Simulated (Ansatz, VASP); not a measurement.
One calculation of Ta, two programs

INCAR

```
PREC = Accurate ; ENCUT = 500
EDIFF = 1E-6 ; ISMEAR = 0
SIGMA = 0.1 ; LREAL = F
LASPH = T ; NELM = 120
ALGO = Normal ; ISIF = 2
LWAVE = F ; LCHARG = F
GGA = PS ; NBANDS = 12
GGA_COMPAT = F
```

The input KPOINTS:

```
regular mesh
0
Gamma
  8 8 8
```

File POSCAR:

```
Ta
1.0
   -1.6755909848      1.6755909848      1.6755909848
    1.6755909848     -1.6755909848      1.6755909848
    1.6755909848      1.6755909848     -1.6755909848
Ta
1
Direct
    0.0000000000      0.0000000000      0.0000000000
```

Input for Ansatz:

```yaml
crystal:
  lattice:
    - [-1.6755909848, 1.6755909848, 1.6755909848]
    - [1.6755909848, -1.6755909848, 1.6755909848]
    - [1.6755909848, 1.6755909848, -1.6755909848]
  atoms:
    - { symbol: Ta, position: [0.0, 0.0, 0.0] }
basis:
  ecutwfc: 420
kpoints:
  mp_grid: { grid: [8, 8, 8] }
hamiltonian:
  xc: pbesol
scf:
  occupations: { method: gaussian, width: 0.1 }
output:
  forces: true
  stress: true
  eigenvalues: true
```

Alike in both runs: task single point; functional PBEsol; k mesh 8 × 8 × 8; occupations gaussian, width 0.1 eV; no spin polarisation.

```csv
,VASP,Ansatz
version,VASP 6.6.1,Ansatz 0.2.0
potentials or method,"VASP PAW PBE potentials, release 64 (Ta_pv), cutoff 500 eV","scalar-relativistic, plane waves, PAW"
valence electrons in the cell,11,13
```

```tsv
	VASP	Ansatz	Ansatz less VASP
gap on the k mesh at the Fermi level (eV)	none	none	-
pressure (GPa)	-13.5	-13.6	-0.08
```

VASP's potentials were made for PBE, not for PBEsol. A gap of «none» marks a metal or a gap that the smearing closes. VASP's potentials hold 11 valence electrons a cell and Ansatz's 13, so a difference there can come from the potentials and not from the codes.

Spin-orbit coupling is off throughout.
